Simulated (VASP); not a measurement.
# BN (P6_3mc) in VASP: a series of runs

BN is run at these levels: PBE; tasks: single point.

Everything below comes from runs of VASP 6.6.1. Logs are shortened: lines on timing, memory, paths and dates and some standing lists are left out, and cuts for length are marked.

## (1) The cell of the first run

The structure is hexagonal, space group P6_3mc (No. 186). The conventional cell has a = 2.603 Å, b = 2.603 Å, c = 4.435 Å, α = 90.00°, β = 90.00°, γ = 120.00°. Within 1.9 Å of B (site symmetry 3m) lie 4 N at 1.45 to 1.69 Å. Within 1.9 Å of N (site symmetry 3m) lie 4 B at 1.45 to 1.69 Å.

## (2) Single point, PBE (strained)

Contents of INCAR:

```
SYSTEM = BN
PREC = Accurate ; ENCUT = 520
EDIFF = 1E-6 ; ISMEAR = 0
SIGMA = 0.02 ; LREAL = .FALSE.
LASPH = .TRUE. ; NELM = 60
ALGO = Normal ; ISIF = 2
LWAVE = .FALSE. ; LCHARG = .FALSE.
GGA = PE ; NBANDS = 16
```

Contents of KPOINTS:

```
Automatic mesh
0
G
  12 12 6
  0 0 0
```

Contents of POSCAR:

```
BN
1.0
    2.6031795572      0.0000000000      0.0000000000
   -1.3015897787      2.2544196272      0.0000000000
    0.0000000000      0.0000000000      4.4351544144
B N
2 2
Direct
    0.6666666700      0.3333333300      0.9760657482
    0.3333333300      0.6666666700      0.4760657482
    0.6666666700      0.3333333300      0.6489342518
    0.3333333300      0.6666666700      0.1489342518
```

Potentials or basis: VASP PAW PBE potentials, release 64 (B, N).

Run with:

```
$ cat potpaw_PBE.64/B/POTCAR potpaw_PBE.64/N/POTCAR > POTCAR
$ mpirun -np 1 vasp_std > vasp.out
```

OUTCAR:

```text
SYSTEM = BN
   PREC = Accurate
   ENCUT = 520
   EDIFF = 1E-6
   ISMEAR = 0
   LREAL = .FALSE.
   LASPH = .TRUE.
   NELM = 60
   ISIF = 2
   GGA = PE

 ion  position               nearest neighbor table
   1  0.667  0.333  0.976-   3 1.45   4 1.69   4 1.69   4 1.69
   2  0.333  0.667  0.476-   4 1.45   3 1.69   3 1.69   3 1.69
   3  0.667  0.333  0.649-   1 1.45   2 1.69   2 1.69   2 1.69
   4  0.333  0.667  0.149-   2 1.45   1 1.69   1 1.69   1 1.69

  LATTYP: Found a hexagonal cell.
 ALAT       =     2.6031795572
 C/A-ratio  =     1.7037450998

  Lattice vectors:

 A1 = (   2.6031795572,   0.0000000000,   0.0000000000)
 A2 = (  -1.3015897787,   2.2544196272,   0.0000000000)
 A3 = (   0.0000000000,   0.0000000000,   4.4351544144)

Analysis of symmetry for initial positions (statically):
=====================================================================
 Subroutine PRICEL returns:
 Original cell was already a primitive cell.

 Routine SETGRP: Setting up the symmetry group for a
 hexagonal supercell.

 Subroutine GETGRP returns: Found 12 space group operations
 (whereof  6 operations were pure point group operations)
 out of a pool of 24 trial point group operations.

The static configuration has the point symmetry C_3v.
 The point group associated with its full space group is C_6v.

Analysis of symmetry for dynamics (positions and initial velocities):
=====================================================================
 Subroutine PRICEL returns:
 Original cell was already a primitive cell.

 Routine SETGRP: Setting up the symmetry group for a
 hexagonal supercell.

 Subroutine GETGRP returns: Found 12 space group operations
 (whereof  6 operations were pure point group operations)
 out of a pool of 24 trial point group operations.

The dynamic configuration has the point symmetry C_3v.
 The point group associated with its full space group is C_6v.

 Subroutine INISYM returns: Found 12 space group operations
 (whereof  6 operations are pure point group operations),
 and found     1 'primitive' translations

----------------------------------------------------------------------------------------

                                     Primitive cell

  volume of cell :      26.0284

  direct lattice vectors                    reciprocal lattice vectors
     2.603179557  0.000000000  0.000000000     0.384145610  0.221786572  0.000000000
    -1.301589779  2.254419627  0.000000000     0.000000000  0.443573143  0.000000000
     0.000000000  0.000000000  4.435154414     0.000000000  0.000000000  0.225471293

  length of vectors
     2.603179557  2.603179557  4.435154414     0.443573143  0.443573143  0.225471293

  position of ions in fractional coordinates (direct lattice)
     0.666666670  0.333333330  0.976065748
     0.333333330  0.666666670  0.476065748
     0.666666670  0.333333330  0.648934252
     0.333333330  0.666666670  0.148934252

  ion indices of the primitive-cell ions
   primitive index   ion index
                 1           1
                 2           2
                 3           3
                 4           4

----------------------------------------------------------------------------------------

 KPOINTS: Automatic mesh

Automatic generation of k-mesh.
 Grid dimensions read from file:
 generate k-points for:   12   12    6

 Generating k-lattice:

  Cartesian coordinates                     Fractional coordinates (reciprocal lattice)
     0.032012134  0.018482214  0.000000000     0.083333333  0.000000000  0.000000000
     0.000000000  0.036964429  0.000000000     0.000000000  0.083333333  0.000000000
     0.000000000  0.000000000  0.037578549     0.000000000  0.000000000  0.166666667

  Length of vectors
     0.036964429  0.036964429  0.037578549

  Shift w.r.t. Gamma in fractional coordinates (k-lattice)
     0.000000000  0.000000000  0.000000000

 Subroutine IBZKPT returns following result:
 ===========================================

 Found     76 irreducible k-points:

 Following reciprocal coordinates:
            Coordinates               Weight
  0.000000  0.000000  0.000000      1.000000
  0.083333  0.000000  0.000000      6.000000
  0.166667  0.000000  0.000000      6.000000
  0.250000  0.000000  0.000000      6.000000
  0.333333  0.000000  0.000000      6.000000
  0.416667  0.000000  0.000000      6.000000
[... 16 lines left out ...]
  0.250000  0.000000  0.166667     12.000000
  0.333333  0.000000  0.166667     12.000000
 [... further k-points ...]
   k-points           NKPTS =     76   k-points in BZ     NKDIM =     76   number of bands    NBANDS=     16
   number of dos      NEDOS =    301   number of ions     NIONS =      4
   total plane-waves  NPLWV =  14400
   dimension x,y,z NGX =    20 NGY =   20 NGZ =   36
   dimension x,y,z NGXF=    40 NGYF=   40 NGZF=   72
   ions per type =               2   2
   NGX,Y,Z   is equivalent  to a cutoff of  12.77, 12.77, 13.49 a.u.
[... 34 lines left out ...]
  Thomas-Fermi vector in A             =   2.515765
   LORBIT       =      0    0 simple, 1 ext, 2 COOP (PROOUT), +10 PAW based schemes
   GGA     = PE    functional components
   LHFCALC =     F    Hartree Fock is set to
   AEXX    =    0.0000 exact exchange contribution
   IVDW    =     0    specifies the selected vdW correction
   LEPSILON=     F    determine dielectric tensor
   LRPA    =     F    only Hartree local field effects (RPA)
 non-spin polarized calculation
 Gauss-broadening in eV      SIGMA  =   0.02
  energy-cutoff  :      520.00
  volume of cell :       26.03
 maximum number of plane-waves:       726
 NGX is ok and might be reduce to    20
   NGX =  9   NGY =  9   NGZ = 17

 number of electron      16.0000001 magnetization

 Free energy of the ion-electron system (eV)
  ---------------------------------------------------
  ext. energy  EPLUGINS =         0.00000000
  ---------------------------------------------------
  free energy    TOTEN  =       -33.57715441 eV

  energy without entropy =      -33.57715441  energy(sigma->0) =      -33.57715441

 E-fermi :   7.5243     XC(G=0): -12.3642

 val. band max:        7.3323809948   @ k =   0.0000   0.0000   0.0000
 cond. band min:       9.4393098211   @ k =   0.3333   0.3333   0.0000
 fundamental gap:      2.1069288262
 Fermi energy:         7.5242949901

 k-point     1 :       0.0000    0.0000    0.0000
  band No.  band energies     occupation
      1     -12.9242      2.00000
      2      -9.4874      2.00000
      3      -4.3228      2.00000
      4       3.9147      2.00000
      5       5.0899      2.00000
      6       5.0899      2.00000
[... 8 lines left out ...]
     15      18.0832      0.00000
     16      21.0636      0.00000

 k-point     2 :       0.0833    0.0000    0.0000
  band No.  band energies     occupation
      1     -12.7809      2.00000
      2      -9.3749      2.00000
      3      -4.1876      2.00000
      4       3.7970      2.00000
      5       4.4296      2.00000
      6       4.8392      2.00000
[... 8 lines left out ...]
     15      18.4112      0.00000
     16      20.9305      0.00000

 k-point     3 :       0.1667    0.0000    0.0000
  band No.  band energies     occupation
      1     -12.3567      2.00000
      2      -9.0545      2.00000
      3      -3.7874      2.00000
      4       2.7503      2.00000
      5       3.5240      2.00000
      6       4.2504      2.00000
[... 8 lines left out ...]
     15      19.2301      0.00000
     16      20.8195      0.00000

 k-point     4 :       0.2500    0.0000    0.0000
  band No.  band energies     occupation
      1     -11.6722      2.00000
      2      -8.5863      2.00000
      3      -3.1398      2.00000
      4       0.8685      2.00000
      5       2.7850      2.00000
      6       3.5884      2.00000
[... 8 lines left out ...]
     15      20.2625      0.00000
     16      21.1051      0.00000
[... 324 lines left out ...]
 k-point    22 :       0.1667    0.0000    0.1667
  band No.  band energies     occupation
      1     -12.2168      2.00000
      2      -9.4624      2.00000
      3      -3.1712      2.00000
      4       2.7266      2.00000
      5       3.1694      2.00000
      6       4.3826      2.00000
[... 8 lines left out ...]
     15      18.8786      0.00000
     16      20.7920      0.00000

 k-point    23 :       0.2500    0.0000    0.1667
  band No.  band energies     occupation
      1     -11.5374      2.00000
      2      -8.9479      2.00000
      3      -2.6284      2.00000
      4       1.0247      2.00000
      5       2.2932      2.00000
      6       3.7290      2.00000
[... 8 lines left out ...]
     15      20.0403      0.00000
     16      21.0936      0.00000

 k-point    24 :       0.3333    0.0000    0.1667
  band No.  band energies     occupation
      1     -10.6514      2.00000
      2      -8.3946      2.00000
      3      -2.1162      2.00000
      4      -0.4744      2.00000
      5       1.0242      2.00000
      6       3.0490      2.00000
[... 8 lines left out ...]
     15      20.6198      0.00000
     16      21.5143      0.00000

 [... further k-points ...]
[... 5 lines left out ...]
  --------------------------------------------------------------------------------------
  -------------------------------------------------------------------------------------
  Total       -1.9045172     -1.9045172     -6.0321768      0.0000000      0.0000000     -0.0000000
  in kB     -117.2324521   -117.2324521   -371.3103192      0.0000000      0.0000000     -0.0000000
  external PRESSURE =    -201.9250745 kB  Pullay stress =       0.0000000 kB

 VOLUME and BASIS-vectors are now :
 -----------------------------------------------------------------------------
  energy-cutoff  :      520.00
  volume of cell :       26.03
      direct lattice vectors                 reciprocal lattice vectors
     2.603179557  0.000000000  0.000000000     0.384145610  0.221786572  0.000000000
    -1.301589779  2.254419627  0.000000000     0.000000000  0.443573143  0.000000000
     0.000000000  0.000000000  4.435154414     0.000000000  0.000000000  0.225471293

 POSITION                                       TOTAL-FORCE (eV/Angst)
 -----------------------------------------------------------------------------------
      1.30159      0.75147      4.32900        -0.000000      0.000000      5.168212
     -0.00000      1.50295      2.11143         0.000000      0.000000      5.168212
      1.30159      0.75147      2.87812         0.000000      0.000000     -5.168212
     -0.00000      1.50295      0.66055        -0.000000      0.000000     -5.168212
 -----------------------------------------------------------------------------------
    total drift:                                0.000001     -0.000000     -0.000211

  FREE ENERGIE OF THE ION-ELECTRON SYSTEM (eV)
  ---------------------------------------------------
  free  energy   TOTEN  =       -33.5771544068 eV

  energy  without entropy=      -33.5771544068  energy(sigma->0) =      -33.57715441
```

Run time: 24 s. Hardware: 1 thread of Intel Xeon 6975P-C, shared host; peak memory 0.15 GiB.

What came out:

| Item | Value |
| --- | --- |
| Free energy | -33.5772 eV |
| Pressure | -20.2 GPa |
| Largest force | 5.168 eV/Å |
| Band gap on the k mesh | 2.11 eV, indirect (least direct gap 6.04 eV) |

Forces in eV/Å, atoms in the order of the input:
```
B    0.000  0.000  5.168
B    0.000  0.000  5.168
N    0.000  0.000 -5.168
N    0.000  0.000 -5.168
```

Levels at points of the mesh, in eV from the valence-band top:
```tsv
k point	band 5	band 6	band 7	band 8	band 9	band 10	band 11	band 12
(0.00, 0.00, 0.00)	-2.24	-2.24	0.00	0.00	6.79	6.79	7.50	8.32
(0.50, 0.00, 0.00)	-7.61	-6.20	-4.80	-1.58	4.91	5.82	6.75	9.10
(0.00, 0.00, 0.50)	-1.29	-1.29	-1.29	-1.29	8.32	8.32	8.65	8.65
(0.50, 0.00, 0.50)	-5.22	-5.22	-3.52	-3.52	4.75	4.75	9.21	9.21
```

Caveat: the cell differs from its parent crystal (strained); forces of over 1 eV/Å act on the atoms, so gaps and moduli don't describe the material at rest.

## (3) Single point, PBE (strained and its atoms moved)

Contents of INCAR:

```
SYSTEM = BN
PREC     = Accurate       ! precision mode
ENCUT    = 520            ! plane-wave cutoff, eV
EDIFF    = 1E-7           ! SCF threshold, eV
ISMEAR   = 0              ! smearing method
SIGMA    = 0.02           ! smearing width, eV
LREAL    = .FALSE.        ! projectors in reciprocal space
LASPH    = .TRUE.         ! aspherical terms in the spheres
NELM     = 60             ! most SCF steps
ALGO     = Normal         ! electronic algorithm
ISIF     = 2              ! what is computed and relaxed
LWAVE    = .FALSE.        ! write WAVECAR
LCHARG   = .FALSE.        ! write CHGCAR
GGA      = PE             ! functional
NBANDS   = 16             ! bands
```

Contents of KPOINTS:

```
regular mesh
0
G
  12 12 6
  0 0 0
```

Contents of POSCAR:

```
BN
1.0
    2.7326387556      0.0000000000      0.0000000000
   -1.3663193779      2.3665345817      0.0000000000
    0.0000000000      0.0000000000      4.2689967444
B N
2 2
Direct
    0.6666666700      0.3333333300      0.9855290489
    0.3333333300      0.6666666700      0.4855290489
    0.6666666700      0.3333333300      0.6394709511
    0.3333333300      0.6666666700      0.1394709511
```

Potentials or basis: VASP PAW PBE potentials, release 64 (B, N).

Run with:

```
$ cat potpaw_PBE.64/B/POTCAR potpaw_PBE.64/N/POTCAR > POTCAR
$ mpirun -np 1 vasp_std > vasp.out
```

Wall time 16 s (1 thread of Intel Xeon 6975P-C, shared host); peak memory 0.15 GiB.

It converged, with:

- Free energy: -33.8708 eV
- Pressure: -33.3 GPa
- Largest force: 2.875 eV/Å
- Band gap on the k mesh: 3.80 eV, indirect (least direct gap 6.27 eV)

Forces in eV/Å, atoms in the order of the input:
```
B    0.000  0.000  2.875
B    0.000  0.000  2.875
N    0.000  0.000 -2.875
N    0.000  0.000 -2.875
```

Stress tensor (GPa, compression positive):
```
-47.32   0.00   0.00
  0.00 -47.32   0.00
  0.00   0.00  -5.11
```

Levels at points of the mesh, in eV from the valence-band top:
```tsv
k point	band 6	band 7	band 8	band 9	band 10	band 11
(0.00, 0.00, 0.00)	-1.87	0.00	0.00	6.55	6.56	6.56
(0.50, 0.00, 0.00)	-5.04	-4.79	-1.35	5.31	6.52	7.49
(0.00, 0.00, 0.50)	-1.43	-1.43	-1.43	6.98	6.98	8.38
(0.50, 0.00, 0.50)	-3.86	-3.43	-3.43	5.42	5.42	9.52
```

Caveat: the cell differs from its parent crystal (strained and its atoms moved); forces of over 1 eV/Å act on the atoms, so gaps and moduli don't describe the material at rest. A k mesh can miss the band edges.

## (4) Single point, PBE

This run uses another cell than the first one, of 5.89 Å³/atom, 0.905 times its volume.

Contents of INCAR:

```
ALGO = Normal
EDIFF = 1E-6
ENCUT = 600
GGA = PE
GGA_COMPAT = False
ISIF = 2
ISMEAR = 0
LASPH = True
LCHARG = True
LELF = True
LREAL = False
LVHAR = True
LWAVE = False
NBANDS = 16
NELM = 120
PREC = Accurate
SIGMA = 0.01
```

Contents of KPOINTS:

```
k-points
0
Gamma
  12 12 6
```

Contents of POSCAR:

```
BN
1.0
    2.5433023928      0.0000000000      0.0000000000
   -1.2716511964      2.2025644816      0.0000000000
    0.0000000000      0.0000000000      4.2063340361
B N
2 2
Direct
    0.6666666667      0.3333333333      0.9997602446
    0.3333333333      0.6666666667      0.4997602446
    0.6666666667      0.3333333333      0.6252397554
    0.3333333333      0.6666666667      0.1252397554
```

Run with:

```
$ cat potpaw_PBE.64/B/POTCAR potpaw_PBE.64/N/POTCAR > POTCAR
$ mpirun -np 1 vasp_std > vasp.out
```

Run time: 41 s. Hardware: 1 thread of Intel Xeon 8259CL, shared host; peak memory 0.15 GiB.

It converged, with:

- Free energy: -34.8342 eV
- Pressure: 5.0 GPa
- Band gap on the k mesh: 5.18 eV, indirect (least direct gap 8.30 eV)

Forces on the atoms (eV/Å):
```
B    0.000  0.000 -0.002
B    0.000  0.000 -0.002
N    0.000  0.000  0.002
N    0.000  0.000  0.002
```

Levels at points of the mesh, in eV from the valence-band top:
```csv
k point,band 6,band 7,band 8,band 9,band 10,band 11
"(0.00, 0.00, 0.00)",-0.27,0.00,0.00,8.38,8.38,8.63
"(0.50, 0.00, 0.00)",-5.00,-4.43,-2.12,6.72,7.98,10.62
"(0.00, 0.00, 0.50)",-1.18,-1.18,-1.18,9.52,9.52,9.94
"(0.50, 0.00, 0.50)",-3.78,-3.58,-3.58,6.61,6.61,10.06
```

## (5) Single point, PBE

This run uses another cell than the first one, of 5.97 Å³/atom, 0.917 times its volume.

Contents of INCAR:

```
  ALGO = Normal
  EDIFF = 1E-6
  ENCUT = 600
  GGA = PE
  GGA_COMPAT = False
  ISIF = 2
  ISMEAR = 0
  LASPH = True
  LCHARG = False
  LREAL = False
  LWAVE = False
  NBANDS = 16
  NELM = 120
  PREC = Accurate
  SIGMA = 0.01
```

KPOINTS is that of step 4.

Contents of POSCAR:

```
BN
1.0
    2.5545414021      0.0000000000      0.0000000000
   -1.2772707011      2.2122977492      0.0000000000
    0.0000000000      0.0000000000      4.2245536550
B N
2 2
Direct
    0.6666666667      0.3333333333      0.9998056378
    0.3333333333      0.6666666667      0.4998056378
    0.6666666667      0.3333333333      0.6251943622
    0.3333333333      0.6666666667      0.1251943622
```

Run with:

```
$ cat potpaw_PBE.64/B/POTCAR potpaw_PBE.64/N/POTCAR > POTCAR
$ mpirun -np 1 vasp_std > vasp.out
```

Run time: 48 s. Hardware: 1 thread of Intel Xeon 8259CL, shared host; peak memory 0.15 GiB.

The run converged. Its results:

```yaml
Free_energy: -34.8399 eV
Pressure: 0.0 GPa
Band_gap_on_the_k_mesh: 5.21 eV, indirect (least direct gap 8.24 eV)
```

Levels at points of the mesh, in eV from the valence-band top:
| k point | band 4 | band 5 | band 6 | band 7 | band 8 | band 9 | band 10 | band 11 | band 12 | band 13 |
| --- | --- | --- | --- | --- | --- | --- | --- | --- | --- | --- |
| (0.00, 0.00, 0.00) | -2.10 | -2.10 | -0.26 | 0.00 | 0.00 | 8.33 | 8.33 | 8.55 | 9.41 | 10.63 |
| (0.50, 0.00, 0.00) | -7.74 | -6.85 | -4.93 | -4.36 | -2.09 | 6.68 | 7.94 | 10.56 | 11.39 | 12.81 |
| (0.00, 0.00, 0.50) | -5.67 | -1.16 | -1.16 | -1.16 | -1.16 | 9.40 | 9.40 | 9.87 | 9.87 | 9.87 |
| (0.50, 0.00, 0.50) | -9.93 | -3.73 | -3.73 | -3.53 | -3.53 | 6.56 | 6.56 | 9.97 | 9.97 | 14.18 |

## (6) The runs side by side

| cell | cutoff (eV) | smearing | gap on the mesh (eV) | pressure (GPa) | largest force (eV/Å) |
| --- | --- | --- | --- | --- | --- |
| a = 2.603, b = 2.603, c = 4.435 Å, angles 90.0, 90.0, 120.0°, 4 atoms | 520 | gaussian 0.02 eV | 2.11 | -20.2 | 5.17 |
| a = 2.733, b = 2.733, c = 4.269 Å, angles 90.0, 90.0, 120.0°, 4 atoms | 520 | gaussian 0.02 eV | 3.80 | -33.3 | 2.88 |
| a = 2.543, b = 2.543, c = 4.206 Å, angles 90.0, 90.0, 120.0°, 4 atoms | 600 | gaussian 0.01 eV | 5.18 | 5.0 | - |
| a = 2.555, b = 2.555, c = 4.225 Å, angles 90.0, 90.0, 120.0°, 4 atoms | 600 | gaussian 0.01 eV | 5.21 | 0.0 | - |

Alike in all rows: task single point; level PBE; potentials or basis VASP PAW PBE potentials, release 64 (B, N); no spin polarisation; k mesh 12 × 12 × 6.

Caveats: forces of over 1 eV/Å act on the atoms, so gaps and moduli don't describe the material at rest (some runs).

Total energies depend on the potentials used, so only differences within one code and one set of settings carry meaning.
